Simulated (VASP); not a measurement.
Wanted: the native input for a VASP 6.6.1 run.

```
Task                   : single point
Functional             : LDA
Potentials or basis    : VASP PAW LDA potentials, release 64 (Ta_pv, O)
Cutoff                 : 600 eV
k mesh                 : 6 × 6 × 4
Occupations            : gaussian, width 0.1 eV
Spin                   : no spin polarisation
Dipole correction      : no
Further INCAR settings : ALGO = Normal; EDIFF = 1e-06; NBANDS = 35
```

The structure of Ta2O5 lies in POSCAR:

```
Ta2O5
1.0
    3.7004120000      0.0000000000      0.0000000000
    0.0000000000      3.8920940000      0.0000000000
    0.0000000000      0.0000000000      6.5267490000
Ta O
2 5
Direct
    0.5000000000      0.0000000000      0.5000000000
    0.0000000000      0.0000000000      0.0000000000
    0.5000000000      0.5000000000      0.5000000000
    0.0000000000      0.0000000000      0.6796550000
    0.0000000000      0.5000000000      0.0000000000
    0.5000000000      0.0000000000      0.0000000000
    0.0000000000      0.0000000000      0.3203450000
```

These files were run (other wordings do the same):

INCAR

```
SYSTEM = Ta2O5
PREC = Accurate ; ENCUT = 600
EDIFF = 1E-6 ; ISMEAR = 0
SIGMA = 0.1 ; LREAL = .False.
LASPH = .True. ; NELM = 120
ALGO = Normal ; ISIF = 2
LWAVE = .False. ; LCHARG = .False.
NBANDS = 35 ; GGA_COMPAT = .False.
```

KPOINTS

```
regular mesh
0
Gamma
  6 6 4
  0 0 0
```

Potentials or basis: VASP PAW LDA potentials, release 64 (Ta_pv, O).

Launch:

```bash
$ cat potpaw_LDA.64/Ta_pv/POTCAR potpaw_LDA.64/O/POTCAR > POTCAR
$ mpirun -np 1 vasp_std > vasp.out
```

It gave:

```json
{
 "Pressure": "-10.2 GPa",
 "Largest force": "0.004 eV/Å",
 "Band gap on the k mesh": "0.20 eV (least direct gap 0.37 eV)"
}
```

Caveat: the cell stands under tension; spin-orbit coupling is left out, which moves the levels of the heavy elements.

Wall time 4.7 min on 1 thread of Oxide Virtual Turin-like Processor, on a shared host, peak memory 0.25 GiB.
